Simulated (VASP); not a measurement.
The system is BN.

```
CELL_PARAMETERS angstrom
2.49134 0.00000 0.00000
-1.24567 2.15756 0.00000
0.00000 0.00000 4.00106
ATOMIC_POSITIONS crystal
B 0.00000 0.00000 0.00000
B 0.00000 0.00000 0.50000
N 0.33333 0.66667 0.25000
N 0.66667 0.33333 0.75000
```

Program: VASP 6.6.1. Alike in all runs: task single point; potentials or basis VASP PAW PBE potentials, release 64 (B, N); no spin polarisation; cell as given; cutoff (eV) 520. Hardware: 1 thread of Intel(R) Xeon(R) 6975P-C (Granite Rapids), on a shared host.

Task: Order these runs on this cell by their wall time, lowest first.
A. level PBE; k mesh 6 × 6 × 4; smearing gaussian 0.01 eV
B. level PBE; k mesh 12 × 12 × 6; smearing fermi-dirac 0.02 eV
C. level r2SCAN; k mesh 12 × 12 × 6; smearing gaussian 0.01 eV

Result: A (4.1 s), B (13 s), C (50 s).

Caveats: some runs use coarse meshes.
